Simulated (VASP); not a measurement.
# Au (P6_3/mmc) in VASP: a series of runs

Au is run at these levels: PBE; tasks: single point.

Program: VASP 6.6.1. These are calculated values, not measurements. Logs are shortened: lines on timing, memory, paths and dates and some standing lists are left out, and cuts for length are marked.

## Step 1: The cell of the first run

It takes space group P6_3/mmc (No. 194, hexagonal). The conventional cell has a = 2.954 Å, b = 2.954 Å, c = 4.949 Å, α = 90.00°, β = 90.00°, γ = 120.00°. Au (site symmetry -6m2) has 12 Au at 2.95 to 3.01 Å within 3.9 Å.

## Step 2: Single point, PBE (volume scaled by 1.04)

Input file INCAR:

```
SYSTEM = Au
PREC = Accurate
ENCUT = 520
EDIFF = 1E-7
ISMEAR = -1
SIGMA = 0.1
LREAL = .FALSE.
LASPH = .TRUE.
NELM = 80
ALGO = Normal
ISIF = 2
LWAVE = .FALSE.
LCHARG = .FALSE.
GGA = PE
NBANDS = 18
```

Input file KPOINTS:

```
regular mesh
0
G
  14 14 7
  0 0 0
```

Input file POSCAR:

```
Au
1.0
    2.9539962699      0.0000000000      0.0000000000
   -1.4769981349      2.5582358124      0.0000000000
    0.0000000000      0.0000000000      4.9494509244
Au
2
Direct
    0.3333333333      0.6666666667      0.2500000000
    0.6666666667      0.3333333333      0.7500000000
```

Potentials or basis: VASP PAW PBE potentials, release 64 (Au).

Started as:

```console
$ cat potpaw_PBE.64/Au/POTCAR > POTCAR
$ mpirun -np 1 vasp_std > vasp.out
```

OUTCAR:

```text
SYSTEM = Au
   PREC = Accurate
   ENCUT = 520
   EDIFF = 1E-7
   ISMEAR = -1
   LREAL = .FALSE.
   LASPH = .TRUE.
   NELM = 80
   ISIF = 2
   GGA = PE

 ion  position               nearest neighbor table
   1  0.333  0.667  0.250-   2 3.01   2 3.01   2 3.01   2 3.01   2 3.01   2 3.01
   2  0.667  0.333  0.750-   1 3.01   1 3.01   1 3.01   1 3.01   1 3.01   1 3.01

  LATTYP: Found a hexagonal cell.
 ALAT       =     2.9539962699
 C/A-ratio  =     1.6755102147

  Lattice vectors:

 A1 = (   2.9539962699,   0.0000000000,   0.0000000000)
 A2 = (  -1.4769981349,   2.5582358124,   0.0000000000)
 A3 = (   0.0000000000,   0.0000000000,   4.9494509244)

Analysis of symmetry for initial positions (statically):
=====================================================================
 Subroutine PRICEL returns:
 Original cell was already a primitive cell.

 Routine SETGRP: Setting up the symmetry group for a
 hexagonal supercell.

 Subroutine GETGRP returns: Found 24 space group operations
 (whereof 12 operations were pure point group operations)
 out of a pool of 24 trial point group operations.

The static configuration has the point symmetry D_3d.
 The point group associated with its full space group is D_6h.

Analysis of symmetry for dynamics (positions and initial velocities):
=====================================================================
 Subroutine PRICEL returns:
 Original cell was already a primitive cell.

 Routine SETGRP: Setting up the symmetry group for a
 hexagonal supercell.

 Subroutine GETGRP returns: Found 24 space group operations
 (whereof 12 operations were pure point group operations)
 out of a pool of 24 trial point group operations.

The dynamic configuration has the point symmetry D_3d.
 The point group associated with its full space group is D_6h.

 Subroutine INISYM returns: Found 24 space group operations
 (whereof 12 operations are pure point group operations),
 and found     1 'primitive' translations

----------------------------------------------------------------------------------------

                                     Primitive cell

  volume of cell :      37.4031

  direct lattice vectors                    reciprocal lattice vectors
     2.953996270  0.000000000  0.000000000     0.338524463  0.195447190  0.000000000
    -1.476998135  2.558235812  0.000000000     0.000000000  0.390894379  0.000000000
     0.000000000  0.000000000  4.949450924     0.000000000  0.000000000  0.202042613

  length of vectors
     2.953996270  2.953996270  4.949450924     0.390894379  0.390894379  0.202042613

  position of ions in fractional coordinates (direct lattice)
     0.333333333  0.666666667  0.250000000
     0.666666667  0.333333333  0.750000000

  ion indices of the primitive-cell ions
   primitive index   ion index
                 1           1
                 2           2

----------------------------------------------------------------------------------------

 KPOINTS: regular mesh

Automatic generation of k-mesh.
 Grid dimensions read from file:
 generate k-points for:   14   14    7

 Generating k-lattice:

  Cartesian coordinates                     Fractional coordinates (reciprocal lattice)
     0.024180319  0.013960514  0.000000000     0.071428571  0.000000000  0.000000000
     0.000000000  0.027921027  0.000000000     0.000000000  0.071428571  0.000000000
     0.000000000  0.000000000  0.028863230     0.000000000  0.000000000  0.142857143

  Length of vectors
     0.027921027  0.027921027  0.028863230

  Shift w.r.t. Gamma in fractional coordinates (k-lattice)
     0.000000000  0.000000000  0.000000000

 Subroutine IBZKPT returns following result:
 ===========================================

 Found     96 irreducible k-points:

 Following reciprocal coordinates:
            Coordinates               Weight
  0.000000  0.000000  0.000000      1.000000
  0.071429  0.000000  0.000000      6.000000
  0.142857  0.000000  0.000000      6.000000
  0.214286  0.000000  0.000000      6.000000
  0.285714 -0.000000  0.000000      6.000000
  0.357143  0.000000  0.000000      6.000000
[... 16 lines left out ...]
  0.285714  0.285714  0.000000      6.000000
  0.357143  0.285714  0.000000      6.000000
 [... further k-points ...]
   k-points           NKPTS =     96   k-points in BZ     NKDIM =     96   number of bands    NBANDS=     18
   number of dos      NEDOS =    301   number of ions     NIONS =      2
   total plane-waves  NPLWV =  23040
   dimension x,y,z NGX =    24 NGY =   24 NGZ =   40
   dimension x,y,z NGXF=    48 NGYF=   48 NGZF=   80
   ions per type =               2
   NGX,Y,Z   is equivalent  to a cutoff of  13.51, 13.51, 13.44 a.u.
   NGXF,Y,Z  is equivalent  to a cutoff of  27.01, 27.01, 26.87 a.u.
 SYSTEM =  Au
   PREC   = accura    normal or accurate (medium, high low for compatibility)
   ISTART =      0    job   : 0-new  1-cont  2-samecut
   ICHARG =      2    charge: 1-file 2-atom 10-const
   ISPIN  =      1    spin polarized calculation?
   LNONCOLLINEAR =      F non collinear calculations
   LSORBIT =      F    spin-orbit coupling
   LASPH  =      T    aspherical Exc in radial PAW
   ENCUT  =  520.0 eV  38.22 Ry    6.18 a.u.   5.49  5.49  9.20*2*pi/ulx,y,z
   NELM   =     80;   NELMIN=  2; NELMDL= -5     # of ELM steps
   EDIFF  = 0.1E-06   stopping-criterion for ELM
   LREAL  =      F    real-space projection
   EDIFFG = 0.1E-05   stopping-criterion for IOM
   NSW    =      0    number of steps for IOM
   IBRION =     -1    ionic relax: 0-MD 1-quasi-New 2-CG
   NFREE  =      0    steps in history (QN), initial steepest desc. (CG)
   ISIF   =      2    stress and relaxation
   ISYM   =      2    0-nonsym 1-usesym 2-fastsym
   POTIM  = 0.5000    time-step for ionic-motion
   TEBEG  =    0.0;   TEEND  =   0.0 temperature during run
   PSTRESS=    0.0 pullay stress
   NELECT =      22.0000    total number of electrons
   NUPDOWN=      -1.0000    fix difference up-down
   EMIN   =  10.00;   EMAX   =-10.00  energy-range for DOS
   EFERMI =   0.00;   METHOD = LEGACY
   ISMEAR =    -1;   SIGMA  =   0.10  broadening in eV -4-tet -1-fermi 0-gaus
   EFERMI_NEDOS =   21; number of points for ismear=-14 and -15
   IALGO  =     38    algorithm
   IMIX   =      4    mixing-type and parameters
     AMIX     =   0.40;   BMIX     =  1.00
     AMIX_MAG =   1.60;   BMIX_MAG =  1.00
  volume/ion in A,a.u.               =      18.70       126.20
  Fermi-wavevector in a.u.,A,eV,Ry     =   1.371660  2.592062 25.598705  1.881452
  Thomas-Fermi vector in A             =   2.497337
   LORBIT       =      0    0 simple, 1 ext, 2 COOP (PROOUT), +10 PAW based schemes
   GGA     = PE    functional components
   LHFCALC =     F    Hartree Fock is set to
   AEXX    =    0.0000 exact exchange contribution
   IVDW    =     0    specifies the selected vdW correction
   LEPSILON=     F    determine dielectric tensor
   LRPA    =     F    only Hartree local field effects (RPA)
 non-spin polarized calculation
  energy-cutoff  :      520.00
  volume of cell :       37.40
 maximum number of plane-waves:      1033
 NGX is ok and might be reduce to    24
   NGX = 11   NGY = 11   NGZ = 19

 number of electron      21.9999997 magnetization

 Free energy of the ion-electron system (eV)
  ---------------------------------------------------
  ext. energy  EPLUGINS =         0.00000000
  ---------------------------------------------------
  free energy    TOTEN  =        -6.40860598 eV

  energy without entropy =       -6.38111165  energy(sigma->0) =       -6.39485881

 E-fermi :   7.9966     XC(G=0): -12.1644

 val. band max:        7.9944278156   @ k =   0.4286   0.0714   0.1429
 cond. band min:       7.9984384081   @ k =   0.3571   0.1429   0.2857
 fundamental gap:      0.0040105924
 Fermi energy:         7.9965751707

 k-point     1 :       0.0000    0.0000    0.0000
  band No.  band energies     occupation
      1      -0.9130      2.00000
      2       1.4149      2.00000
      3       3.6385      2.00000
      4       3.8719      2.00000
      5       3.8719      2.00000
      6       4.1363      2.00000
[... 10 lines left out ...]
     17      25.5319      0.00000
     18      25.5319      0.00000

 k-point     2 :       0.0714    0.0000    0.0000
  band No.  band energies     occupation
      1      -0.7641      2.00000
      2       1.5351      2.00000
      3       3.5867      2.00000
      4       3.9154      2.00000
      5       3.9654      2.00000
      6       4.0896      2.00000
[... 10 lines left out ...]
     17      24.7262      0.00000
     18      25.3726      0.00000

 k-point     3 :       0.1429    0.0000    0.0000
  band No.  band energies     occupation
      1      -0.3328      2.00000
      2       1.8548      2.00000
      3       3.4486      2.00000
      4       3.9139      2.00000
      5       4.1385      2.00000
      6       4.2362      2.00000
[... 10 lines left out ...]
     17      24.3597      0.00000
     18      25.4993      0.00000

 k-point     4 :       0.2143    0.0000    0.0000
  band No.  band energies     occupation
      1       0.3231      2.00000
      2       2.1973      2.00000
      3       3.3847      2.00000
      4       3.6499      2.00000
      5       3.7728      2.00000
      6       4.3406      2.00000
[... 375 lines left out ...]
      4       3.7005      2.00000
      5       3.7809      2.00000
      6       3.9666      2.00000
[... 10 lines left out ...]
     17      19.4071      0.00000
     18      20.5148      0.00000

 k-point    23 :       0.2857    0.2857    0.0000
  band No.  band energies     occupation
      1       2.5308      2.00000
      2       2.7492      2.00000
      3       2.9872      2.00000
      4       3.4189      2.00000
      5       3.6587      2.00000
      6       3.9581      2.00000
[... 10 lines left out ...]
     17      19.0192      0.00000
     18      19.6143      0.00000

 k-point    24 :       0.3571    0.2857    0.0000
  band No.  band energies     occupation
      1       2.5086      2.00000
      2       2.8902      2.00000
      3       2.9377      2.00000
      4       3.5262      2.00000
      5       3.7152      2.00000
      6       3.8342      2.00000
[... 10 lines left out ...]
     17      18.4503      0.00000
     18      18.7093      0.00000

 [... further k-points ...]

------------------------ aborting loop because EDIFF is reached ----------------------------------------

  FORCE on cell =-STRESS in cart. coord.  units (eV):
  Direction    XX          YY          ZZ          XY          YZ          ZX
  --------------------------------------------------------------------------------------
  -------------------------------------------------------------------------------------
  Total       -1.0999931     -1.0999931     -1.1104367     -0.0000000     -0.0000000      0.0000000
  in kB      -47.1186693    -47.1186693    -47.5660221     -0.0000000     -0.0000000      0.0000000
  external PRESSURE =     -47.2677869 kB  Pullay stress =       0.0000000 kB

 VOLUME and BASIS-vectors are now :
 -----------------------------------------------------------------------------
  energy-cutoff  :      520.00
  volume of cell :       37.40
      direct lattice vectors                 reciprocal lattice vectors
     2.953996270  0.000000000  0.000000000     0.338524463  0.195447190  0.000000000
    -1.476998135  2.558235812  0.000000000     0.000000000  0.390894379  0.000000000
     0.000000000  0.000000000  4.949450924     0.000000000  0.000000000  0.202042613

 POSITION                                       TOTAL-FORCE (eV/Angst)
 -----------------------------------------------------------------------------------
     -0.00000      1.70549      1.23736         0.000000      0.000000      0.000000
      1.47700      0.85275      3.71209        -0.000000     -0.000000      0.000000
 -----------------------------------------------------------------------------------
    total drift:                               -0.000000      0.000000     -0.000000

  FREE ENERGIE OF THE ION-ELECTRON SYSTEM (eV)
  ---------------------------------------------------
  free  energy   TOTEN  =        -6.4086059807 eV

  energy  without entropy=       -6.3811116452  energy(sigma->0) =       -6.39485881
```

It took 19 s on 1 thread of Intel Xeon 6975P-C (Granite Rapids), shared host; peak memory 0.18 GiB.

What came out:

| Property | Result |
| --- | --- |
| Free energy | -6.4086 eV |
| Pressure | -4.7 GPa |
| Band gap on the k mesh | zero (band 11 reaches 11.10 eV, above the bottom of band 12 at 5.61 eV) |

Levels at points of the mesh, in eV from the Fermi level:
```tsv
k point	band 7	band 8	band 9	band 10	band 11	band 12	band 13	band 14	band 15	band 16
(0.00, 0.00, 0.00)	-3.86	-3.28	-3.28	-2.11	-2.11	-0.69	2.27	14.60	15.66	16.63
(0.50, 0.00, 0.00)	-3.30	-1.91	-1.84	-1.69	0.36	1.35	5.53	6.71	6.99	10.04
```

Caveat: spin-orbit coupling is left out, which moves the levels of the heavy elements.

## Step 3: Single point, PBE (volume scaled by 1.08)

Input file INCAR:

```
SYSTEM = Au
PREC = Accurate ; ENCUT = 520
EDIFF = 1E-6 ; ISMEAR = -1
SIGMA = 0.1 ; LREAL = .FALSE.
LASPH = .TRUE. ; NELM = 100
ALGO = Normal ; ISIF = 2
LWAVE = .FALSE. ; LCHARG = .FALSE.
GGA = PE ; NBANDS = 18
```

KPOINTS is that of step 2.

Input file POSCAR:

```
Au
1.0
    2.9913925977      0.0000000000      0.0000000000
   -1.4956962988      2.5906219823      0.0000000000
    0.0000000000      0.0000000000      5.0121088536
Au
2
Direct
    0.3333333333      0.6666666667      0.2500000000
    0.6666666667      0.3333333333      0.7500000000
```

Potentials or basis: VASP PAW PBE potentials, release 64 (Au).

Started as:

```console
$ cat potpaw_PBE.64/Au/POTCAR > POTCAR
$ mpirun -np 1 vasp_std > vasp.out
```

Wall time 17 s (1 thread of Intel Xeon 6975P-C (Granite Rapids), shared host); peak memory 0.18 GiB.

It converged, with:

* Free energy: -6.3501 eV
* Pressure: -8.3 GPa
* Band gap on the k mesh: zero (band 11 reaches 10.42 eV, above the bottom of band 12 at 5.11 eV)

Stress tensor (GPa, compression positive):
```
-8.38  0.00  0.00
 0.00 -8.38  0.00
 0.00  0.00 -8.29
```

Levels at points of the mesh, in eV from the Fermi level:
```
           k point  band 7  band 8  band 9  band 10  band 11  band 12  band 13  band 14  band 15  band 16
(0.00, 0.00, 0.00)   -3.71   -3.17   -3.17    -2.07    -2.07    -0.52     2.11    14.59    15.59    16.55
(0.50, 0.00, 0.00)   -3.15   -1.89   -1.83    -1.68     0.37     1.27     5.44     6.45     6.87     9.92
```

Caveat: spin-orbit coupling is left out, which moves the levels of the heavy elements.
